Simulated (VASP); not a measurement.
Wanted: the native input for a VASP 6.6.1 run.

```yaml
Task: single point
Functional: PBE
Dispersion: D3(BJ)
Potentials_or_basis: VASP PAW PBE potentials, release 64 (Se, Pt)
Cutoff: 400 eV
k_mesh: 9 × 9 × 1
Occupations: gaussian, width 0.02 eV
Spin: no spin polarisation
Dipole_correction: yes
Further_INCAR_settings: ALGO = Normal; EDIFF = 1e-06; NBANDS = 18; NELMDL = -8
```

The structure of PtSe2 lies in POSCAR:

```
PtSe2
1.0
    3.7070000000      0.0000000000      0.0000000000
   -1.8535000000      3.2103561718      0.0000000000
    0.0000000000      0.0000000000     31.1212903780
Se Pt
2 1
Direct
    0.6666666667      0.3333333333      0.4574407107
    0.3333333333      0.6666666667      0.5425592893
    0.0000000000      0.0000000000      0.5000000000
```

One way to write it, as run:

INCAR

```
SYSTEM = PtSe2
ALGO = Normal
DIPOL = 0.5 0.5 0.500
EDIFF = 1E-6
ENCUT = 400
GGA = PE
GGA_COMPAT = .FALSE.
IDIPOL = 3
ISIF = 2
ISMEAR = 0
IVDW = 12
LASPH = .TRUE.
LCHARG = .FALSE.
LDIPOL = .TRUE.
LREAL = .FALSE.
LWAVE = .FALSE.
NBANDS = 18
NELM = 120
NELMDL = -8
PREC = Accurate
SIGMA = 0.02
```

KPOINTS

```
k-points
0
G
  9 9 1
  0 0 0
```

Potentials or basis: VASP PAW PBE potentials, release 64 (Se, Pt).

Run with:

```console
$ cat potpaw_PBE.64/Se/POTCAR potpaw_PBE.64/Pt/POTCAR > POTCAR
$ mpirun -np 1 vasp_std > vasp.out
```

Results of the run:

- Band gap on the k mesh: 1.35 eV (least direct gap 1.58 eV)
- Dispersion energy per atom: -0.299 eV

Caveat: spin-orbit coupling is left out, which moves the levels of the heavy elements.

Run time: 2.6 min on 1 thread of Intel Xeon 8259CL (shared host), peak memory 0.34 GiB.
